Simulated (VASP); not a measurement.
# WSe2 in VASP: a series of runs

The runs below take WSe2 through single point, with r2SCAN.

All numbers are computed with VASP 6.6.1; they aren't measurements. Logs are shortened: lines on timing, memory, paths and dates and some standing lists are left out, and cuts for length are marked.

## Step 1: The cell of the first run

The cell holds a slab with vacuum, 3 atoms: a = 3.314 Å, b = 3.314 Å, c = 15.658 Å, α = 90.00°, β = 90.00°, γ = 120.00°.

## Step 2: Single point, r2SCAN (volume scaled by 0.94, then relaxed in part)

POSCAR

```
WSe2
1.0
    3.3144819908      0.0000000000      0.0000000000
   -1.6572409954      2.8704256044      0.0000000000
    0.0000000000      0.0000000000     15.6577617400
W Se
1 2
Direct
    0.0000000000      0.0000000000      0.0000000000
    0.3333333333      0.6666666667      0.1060747358
    0.3333333333      0.6666666667      0.8939252642
```

INCAR.step1

```
SYSTEM = WSe2
ALGO = Normal
EDIFF = 1E-4
ENCUT = 520
GGA = PE
ISMEAR = 0
LASPH = .True.
LCHARG = .False.
LREAL = .False.
LWAVE = .True.
NBANDS = 20
NELM = 80
PREC = Accurate
SIGMA = 0.02
```

INCAR.step2

```
SYSTEM = WSe2
ALGO = Normal
EDIFF = 1E-6
ENCUT = 520
ISIF = 2
ISMEAR = 0
ISTART = 1
LASPH = .True.
LCHARG = .False.
LMIXTAU = .True.
LREAL = .False.
LWAVE = .False.
METAGGA = R2SCAN
NBANDS = 20
NELM = 80
PREC = Accurate
SIGMA = 0.02
```

KPOINTS

```
k-points
0
Gamma
  9 9 2
  0 0 0
```

Potentials or basis: VASP PAW PBE potentials, release 64 (W_sv, Se).

Command:

```sh
cat potpaw_PBE.64/W_sv/POTCAR potpaw_PBE.64/Se/POTCAR > POTCAR
cp INCAR.step1 INCAR
mpirun -np 1 vasp_std > vasp.out
cp INCAR.step2 INCAR
mpirun -np 1 vasp_std > vasp.out
```

OUTCAR:

```text
SYSTEM = WSe2
   EDIFF = 1E-6
   ENCUT = 520
   ISIF = 2
   ISMEAR = 0
   ISTART = 1
   LASPH = .True.
   LREAL = .False.
   METAGGA = R2SCAN
   NELM = 80
   PREC = Accurate

 ion  position               nearest neighbor table
   1  0.000  0.000  0.000-   2 2.53   3 2.53   2 2.53   3 2.53   2 2.53   3 2.53
   2  0.333  0.667  0.106-   1 2.53   1 2.53   1 2.53
   3  0.333  0.667  0.894-   1 2.53   1 2.53   1 2.53

  LATTYP: Found a hexagonal cell.
 ALAT       =     3.3144819908
 C/A-ratio  =     4.7240448986

  Lattice vectors:

 A1 = (   3.3144819908,   0.0000000000,   0.0000000000)
 A2 = (  -1.6572409954,   2.8704256044,   0.0000000000)
 A3 = (   0.0000000000,   0.0000000000,  15.6577617400)

Analysis of symmetry for initial positions (statically):
=====================================================================
 Subroutine PRICEL returns:
 Original cell was already a primitive cell.

 Routine SETGRP: Setting up the symmetry group for a
 hexagonal supercell.

 Subroutine GETGRP returns: Found 12 space group operations
 (whereof 12 operations were pure point group operations)
 out of a pool of 24 trial point group operations.

The static configuration has the point symmetry D_3h.

Analysis of symmetry for dynamics (positions and initial velocities):
=====================================================================
 Subroutine PRICEL returns:
 Original cell was already a primitive cell.

 Routine SETGRP: Setting up the symmetry group for a
 hexagonal supercell.

 Subroutine GETGRP returns: Found 12 space group operations
 (whereof 12 operations were pure point group operations)
 out of a pool of 24 trial point group operations.

The dynamic configuration has the point symmetry D_3h.

 Subroutine INISYM returns: Found 12 space group operations
 (whereof 12 operations are pure point group operations),
 and found     1 'primitive' translations

----------------------------------------------------------------------------------------

                                     Primitive cell

  volume of cell :     148.9675

  direct lattice vectors                    reciprocal lattice vectors
     3.314481991  0.000000000  0.000000000     0.301706270  0.174190196  0.000000000
    -1.657240995  2.870425604  0.000000000     0.000000000  0.348380393  0.000000000
     0.000000000  0.000000000 15.657761740     0.000000000  0.000000000  0.063866089

  length of vectors
     3.314481991  3.314481991 15.657761740     0.348380393  0.348380393  0.063866089

  position of ions in fractional coordinates (direct lattice)
     0.000000000  0.000000000  0.000000000
     0.333333333  0.666666667  0.106074736
     0.333333333  0.666666667  0.893925264

  ion indices of the primitive-cell ions
   primitive index   ion index
                 1           1
                 2           2
                 3           3

----------------------------------------------------------------------------------------

 KPOINTS: k-points

Automatic generation of k-mesh.
 Grid dimensions read from file:
 generate k-points for:    9    9    2

 Generating k-lattice:

  Cartesian coordinates                     Fractional coordinates (reciprocal lattice)
     0.033522919  0.019354466  0.000000000     0.111111111  0.000000000  0.000000000
     0.000000000  0.038708933  0.000000000     0.000000000  0.111111111  0.000000000
     0.000000000  0.000000000  0.031933044     0.000000000  0.000000000  0.500000000

  Length of vectors
     0.038708933  0.038708933  0.031933044

  Shift w.r.t. Gamma in fractional coordinates (k-lattice)
     0.000000000  0.000000000  0.000000000

 Subroutine IBZKPT returns following result:
 ===========================================

 Found     24 irreducible k-points:

 Following reciprocal coordinates:
            Coordinates               Weight
  0.000000  0.000000  0.000000      1.000000
  0.111111  0.000000  0.000000      6.000000
  0.222222  0.000000  0.000000      6.000000
  0.333333  0.000000  0.000000      6.000000
  0.444444  0.000000  0.000000      6.000000
  0.111111  0.111111  0.000000      6.000000
[... 16 lines left out ...]
  0.333333  0.222222  0.500000     12.000000
  0.333333  0.333333  0.500000      2.000000
   k-points           NKPTS =     24   k-points in BZ     NKDIM =     24   number of bands    NBANDS=     20
   number of dos      NEDOS =    301   number of ions     NIONS =      3
   total plane-waves  NPLWV =  94080
   dimension x,y,z NGX =    28 NGY =   28 NGZ =  120
   dimension x,y,z NGXF=    56 NGYF=   56 NGZF=  240
   ions per type =               1   2
   NGX,Y,Z   is equivalent  to a cutoff of  14.04, 14.04, 12.74 a.u.
   NGXF,Y,Z  is equivalent  to a cutoff of  28.09, 28.09, 25.48 a.u.
 SYSTEM =  WSe2
   PREC   = accura    normal or accurate (medium, high low for compatibility)
   ISTART =      1    job   : 0-new  1-cont  2-samecut
   ICHARG =      0    charge: 1-file 2-atom 10-const
   ISPIN  =      1    spin polarized calculation?
   LNONCOLLINEAR =      F non collinear calculations
   LSORBIT =      F    spin-orbit coupling
   LASPH  =      T    aspherical Exc in radial PAW
   ENCUT  =  520.0 eV  38.22 Ry    6.18 a.u.   6.16  6.16 29.11*2*pi/ulx,y,z
   NELM   =     80;   NELMIN=  2; NELMDL=  0     # of ELM steps
   EDIFF  = 0.1E-05   stopping-criterion for ELM
   LREAL  =      F    real-space projection
[... 7 lines left out ...]
   TEBEG  =    0.0;   TEEND  =   0.0 temperature during run
   PSTRESS=    0.0 pullay stress
   NELECT =      26.0000    total number of electrons
   NUPDOWN=      -1.0000    fix difference up-down
   EMIN   =  10.00;   EMAX   =-10.00  energy-range for DOS
   EFERMI =   0.00;   METHOD = LEGACY
   ISMEAR =     0;   SIGMA  =   0.02  broadening in eV -4-tet -1-fermi 0-gaus
   EFERMI_NEDOS =   21; number of points for ismear=-14 and -15
   IALGO  =     38    algorithm
   IMIX   =      4    mixing-type and parameters
     AMIX     =   0.40;   BMIX     =  1.00
     AMIX_MAG =   1.60;   BMIX_MAG =  1.00
  volume/ion in A,a.u.               =      49.66       335.09
  Fermi-wavevector in a.u.,A,eV,Ry     =   0.914890  1.728891 11.388391  0.837023
  Thomas-Fermi vector in A             =   2.039568
   LORBIT       =      0    0 simple, 1 ext, 2 COOP (PROOUT), +10 PAW based schemes
   METAGGA = R2SCAN    functional components
   LHFCALC =     F    Hartree Fock is set to
   AEXX    =    0.0000 exact exchange contribution
   IVDW    =     0    specifies the selected vdW correction
   LEPSILON=     F    determine dielectric tensor
   LRPA    =     F    only Hartree local field effects (RPA)
 non-spin polarized calculation
 Gauss-broadening in eV      SIGMA  =   0.02
  energy-cutoff  :      520.00
  volume of cell :      148.97
 maximum number of plane-waves:      4050
 NGX is ok and might be reduce to    28
   NGX = 13   NGY = 13   NGZ = 59

 number of electron      26.0000003 magnetization

 Free energy of the ion-electron system (eV)
  ---------------------------------------------------
  ext. energy  EPLUGINS =         0.00000000
  ---------------------------------------------------
  free energy    TOTEN  =       -81.75037555 eV

  energy without entropy =      -81.75037555  energy(sigma->0) =      -81.75037555

 E-fermi :  -0.5725     XC(G=0):  -5.1482

 val. band max:       -0.8021409220   @ k =   0.3333   0.3333   0.0000
 cond. band min:       0.8394927224   @ k =   0.3333   0.3333   0.5000
 fundamental gap:      1.6416336444
 Fermi energy:        -0.5724971756

 k-point     1 :       0.0000    0.0000    0.0000
  band No.  band energies     occupation
      1     -76.8063      2.00000
      2     -40.3844      2.00000
      3     -40.2820      2.00000
      4     -40.2820      2.00000
      5     -16.1988      2.00000
      6     -14.8325      2.00000
[... 12 lines left out ...]
     19       4.8833      0.00000
     20       4.9009      0.00000

 k-point     2 :       0.1111    0.0000    0.0000
  band No.  band energies     occupation
      1     -76.8050      2.00000
      2     -40.3791      2.00000
      3     -40.3095      2.00000
      4     -40.2885      2.00000
      5     -16.0109      2.00000
      6     -14.7417      2.00000
[... 12 lines left out ...]
     19       5.1387      0.00000
     20       5.5201      0.00000

 k-point     3 :       0.2222    0.0000    0.0000
  band No.  band energies     occupation
      1     -76.8018      2.00000
      2     -40.3784      2.00000
      3     -40.3656      2.00000
      4     -40.3047      2.00000
      5     -15.4940      2.00000
      6     -14.4938      2.00000
[... 12 lines left out ...]
     19       5.7884      0.00000
     20       6.3551      0.00000

 k-point     4 :       0.3333    0.0000    0.0000
  band No.  band energies     occupation
      1     -76.7982      2.00000
      2     -40.4557      2.00000
      3     -40.3501      2.00000
      4     -40.3231      2.00000
      5     -14.8049      2.00000
      6     -14.1727      2.00000
[... 12 lines left out ...]
     19       6.2191      0.00000
     20       6.6074      0.00000

 k-point     5 :       0.4444    0.0000    0.0000
  band No.  band energies     occupation
      1     -76.7959      2.00000
      2     -40.5056      2.00000
      3     -40.3400      2.00000
      4     -40.3350      2.00000
      5     -14.2605      2.00000
      6     -13.9324      2.00000
[... 12 lines left out ...]
     19       6.8078      0.00000
     20       6.8325      0.00000

 k-point     6 :       0.1111    0.1111    0.0000
  band No.  band energies     occupation
      1     -76.8028      2.00000
      2     -40.3697      2.00000
      3     -40.3552      2.00000
      4     -40.3022      2.00000
      5     -15.6577      2.00000
      6     -14.5717      2.00000
[... 12 lines left out ...]
     19       5.5882      0.00000
     20       6.3058      0.00000

 k-point     7 :       0.2222    0.1111    0.0000
  band No.  band energies     occupation
      1     -76.7994      2.00000
      2     -40.4227      2.00000
      3     -40.3552      2.00000
      4     -40.3251      2.00000
      5     -15.0481      2.00000
      6     -14.2821      2.00000
[... 12 lines left out ...]
     19       6.3883      0.00000
     20       6.8202      0.00000
[... 277 lines left out ...]
 k-point    20 :       0.3333    0.1111    0.5000
  band No.  band energies     occupation
      1     -76.7965      2.00000
      2     -40.4810      2.00000
      3     -40.3455      2.00000
      4     -40.3424      2.00000
      5     -14.4083      2.00000
      6     -13.9888      2.00000
[... 12 lines left out ...]
     19       6.8792      0.00000
     20       7.0357      0.00000

 k-point    21 :       0.4444    0.1111    0.5000
  band No.  band energies     occupation
      1     -76.7953      2.00000
      2     -40.5038      2.00000
      3     -40.3535      2.00000
      4     -40.3373      2.00000
      5     -14.1139      2.00000
      6     -13.8597      2.00000
[... 12 lines left out ...]
     19       7.4575      0.00000
     20       7.7724      0.00000

 k-point    22 :       0.2222    0.2222    0.5000
  band No.  band energies     occupation
      1     -76.7967      2.00000
      2     -40.4602      2.00000
      3     -40.3609      2.00000
      4     -40.3433      2.00000
      5     -14.4700      2.00000
      6     -14.0093      2.00000
[... 12 lines left out ...]
     19       6.9529      0.00000
     20       6.9540      0.00000

 k-point    23 :       0.3333    0.2222    0.5000
  band No.  band energies     occupation
      1     -76.7949      2.00000
      2     -40.4782      2.00000
      3     -40.3905      2.00000
      4     -40.3356      2.00000
      5     -14.0346      2.00000
      6     -13.8067      2.00000
[... 12 lines left out ...]
     19       7.0468      0.00000
     20       8.0291      0.00000

 k-point    24 :       0.3333    0.3333    0.5000
  band No.  band energies     occupation
      1     -76.7943      2.00000
      2     -40.4551      2.00000
      3     -40.4305      2.00000
      4     -40.3329      2.00000
      5     -13.8810      2.00000
      6     -13.7283      2.00000
[... 12 lines left out ...]
     19       5.9618      0.00000
     20       8.5274      0.00000

------------------------ aborting loop because EDIFF is reached ----------------------------------------

  FORCE on cell =-STRESS in cart. coord.  units (eV):
  Direction    XX          YY          ZZ          XY          YZ          ZX
  --------------------------------------------------------------------------------------
  -------------------------------------------------------------------------------------
  Total        0.1119127      0.1119127      0.1376263      0.0000000     -0.0000000     -0.0000000
  in kB        1.2036451      1.2036451      1.4802000      0.0000000     -0.0000000     -0.0000000
  external PRESSURE =       1.2958301 kB  Pullay stress =       0.0000000 kB

 VOLUME and BASIS-vectors are now :
 -----------------------------------------------------------------------------
  energy-cutoff  :      520.00
  volume of cell :      148.97
      direct lattice vectors                 reciprocal lattice vectors
     3.314481991  0.000000000  0.000000000     0.301706270  0.174190196  0.000000000
    -1.657240995  2.870425604  0.000000000     0.000000000  0.348380393  0.000000000
     0.000000000  0.000000000 15.657761740     0.000000000  0.000000000  0.063866089

 POSITION                                       TOTAL-FORCE (eV/Angst)
 -----------------------------------------------------------------------------------
      0.00000      0.00000      0.00000         0.000000     -0.000000      0.000000
     -0.00000      1.91362      1.66089        -0.000000      0.000000      0.044915
     -0.00000      1.91362     13.99687        -0.000000      0.000000     -0.044915
 -----------------------------------------------------------------------------------
    total drift:                                0.000000     -0.000000     -0.000000

  FREE ENERGIE OF THE ION-ELECTRON SYSTEM (eV)
  ---------------------------------------------------
  free  energy   TOTEN  =       -81.7503755541 eV

  energy  without entropy=      -81.7503755541  energy(sigma->0) =      -81.75037555
```

Wall time 5.1 min (1 thread of Intel Xeon Platinum 8488C (Sapphire Rapids), shared host); peak memory 0.36 GiB.

Results:

```yaml
Free_energy: -81.7504 eV
Largest_force: 0.045 eV/Å
Band_gap_on_the_k_mesh: 1.64 eV, direct
```

Forces on the atoms (eV/Å):
```
W    0.000  0.000  0.000
Se   0.000  0.000  0.045
Se   0.000  0.000 -0.045
```

Caveat: the PAW data sets were made with another functional, which shifts forces and pressure a little; spin-orbit coupling is left out, which moves the levels of the heavy elements.

## Step 3: Single point, r2SCAN (volume scaled by 0.97, then relaxed in part)

POSCAR

```
WSe2
1.0
    3.3144237934      0.0000000000      0.0000000000
   -1.6572118967      2.8703752040      0.0000000000
    0.0000000000      0.0000000000     16.1580449581
W Se
1 2
Direct
    0.0000000000      0.0000000000      0.0000000000
    0.3333333333      0.6666666667      0.1027914963
    0.3333333333      0.6666666667      0.8972085037
```

INCAR.step1

```
SYSTEM = WSe2
ALGO = Normal
EDIFF = 1E-4
ENCUT = 520
GGA = PE
ISMEAR = 0
LASPH = .TRUE.
LCHARG = .FALSE.
LREAL = .FALSE.
LWAVE = .TRUE.
NBANDS = 20
NELM = 60
PREC = Accurate
SIGMA = 0.02
```

INCAR.step2

```
SYSTEM = WSe2
ALGO = Normal
EDIFF = 1E-6
ENCUT = 520
ISIF = 2
ISMEAR = 0
ISTART = 1
LASPH = .TRUE.
LCHARG = .FALSE.
LMIXTAU = .TRUE.
LREAL = .FALSE.
LWAVE = .FALSE.
METAGGA = R2SCAN
NBANDS = 20
NELM = 60
PREC = Accurate
SIGMA = 0.02
```

KPOINTS

```
k-points
0
G
  9 9 2
  0 0 0
```

Potentials or basis: VASP PAW PBE potentials, release 64 (W_sv, Se).

Command:

```sh
cat potpaw_PBE.64/W_sv/POTCAR potpaw_PBE.64/Se/POTCAR > POTCAR
cp INCAR.step1 INCAR
mpirun -np 1 vasp_std > vasp.out
cp INCAR.step2 INCAR
mpirun -np 1 vasp_std > vasp.out
```

Wall time 4.9 min (1 thread of Intel Xeon Platinum 8488C (Sapphire Rapids), shared host); peak memory 0.36 GiB.

It converged, with:

* Free energy: -81.7504 eV
* Largest force: 0.046 eV/Å
* Band gap on the k mesh: 1.64 eV, direct

Forces in eV/Å, atoms in the order of the input:
```
W    0.000  0.000  0.000
Se   0.000  0.000  0.046
Se   0.000  0.000 -0.046
```

Levels at points of the mesh, in eV from the valence-band top:
| k point | band 9 | band 10 | band 11 | band 12 | band 13 | band 14 | band 15 | band 16 | band 17 | band 18 |
| --- | --- | --- | --- | --- | --- | --- | --- | --- | --- | --- |
| (0.00, 0.00, 0.00) | -2.55 | -2.23 | -1.38 | -1.38 | -0.26 | 3.09 | 3.09 | 3.27 | 3.27 | 4.85 |
| (0.00, 0.00, 0.50) | -2.55 | -2.23 | -1.38 | -1.38 | -0.26 | 3.09 | 3.09 | 3.27 | 3.27 | 4.97 |

Caveat: the PAW data sets were made with another functional, which shifts forces and pressure a little; spin-orbit coupling is left out, which moves the levels of the heavy elements.
